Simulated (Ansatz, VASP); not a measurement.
# Hf5H: VASP beside Ansatz

File INCAR:

```
  PREC = Accurate
  ENCUT = 520
  EDIFF = 1E-6
  ISMEAR = 0
  SIGMA = 0.1
  LREAL = False
  LASPH = True
  NELM = 80
  ALGO = Normal
  ISIF = 2
  LWAVE = False
  LCHARG = False
  LDIPOL = True
  IDIPOL = 3
  DIPOL = 0.5 0.5 0.313
  GGA = PE
  IVDW = 12
  NBANDS = 34
```

File KPOINTS:

```
regular mesh
0
Gamma
  6 6 1
```

POSCAR

```
Hf5H
1.0
    4.9564149667      0.0000000000      0.0000000000
   -2.4782074834      4.2923812729      0.0000000000
    0.0000000000      0.0000000000     21.1328376004
Hf H
5 1
Direct
    0.6666666667      0.3333333333      0.1892788879
    0.3333333333      0.6666666667      0.2371533849
    0.0000000000      0.0000000000      0.2763383880
    0.6666666667      0.3333333333      0.3164267596
    0.3333333333      0.6666666667      0.3706476976
    0.7777777778      0.8888888889      0.4889470026
```

Input for Ansatz:

```yaml
crystal:
  lattice:
    - [4.9564149667, 0.0, 0.0]
    - [-2.4782074834, 4.2923812729, 0.0]
    - [0.0, 0.0, 21.1328376004]
  atoms:
    - { symbol: Hf, position: [0.6666666667, 0.3333333333, 0.1892788879] }
    - { symbol: Hf, position: [0.3333333333, 0.6666666667, 0.2371533849] }
    - { symbol: Hf, position: [0.0, 0.0, 0.276338388] }
    - { symbol: Hf, position: [0.6666666667, 0.3333333333, 0.3164267596] }
    - { symbol: Hf, position: [0.3333333333, 0.6666666667, 0.3706476976] }
    - { symbol: H, position: [0.7777777778, 0.8888888889, 0.4889470026] }
basis:
  ecutwfc: 420
kpoints:
  mp_grid: { grid: [6, 6, 1] }
hamiltonian:
  xc: pbe
  dispersion: d3bj
scf:
  occupations: { method: gaussian, width: 0.1 }
output:
  forces: true
  eigenvalues: true
efield:
  axis: 3
  dipole_correction: true
  ramp_width: 0.04
```

Alike in both runs: task single point; functional PBE; dispersion D3(BJ); k mesh 6 × 6 × 1; occupations gaussian, width 0.1 eV; no spin polarisation.

|  | VASP | Ansatz |
| --- | --- | --- |
| version | VASP 6.6.1 | Ansatz 0.2.0 |
| potentials or method | VASP PAW PBE potentials, release 64 (Hf_pv, H), cutoff 520 eV | scalar-relativistic, plane waves, PAW |
| valence electrons in the cell | 51 | 131 |

|  | VASP | Ansatz | Ansatz less VASP |
| --- | --- | --- | --- |
| gap on the k mesh at the Fermi level (eV) | none | none | - |
| rms of the force components (eV/Å) | 0.552 | 0.563 | +0.0108 |

Atom by atom the forces differ by 0.034 eV/Å (rms over components). A gap of «none» marks a metal or a gap that the smearing closes. VASP's potentials hold 51 valence electrons a cell and Ansatz's 131, so a difference there can come from the potentials and not from the codes.

Neither program's run includes spin-orbit coupling.
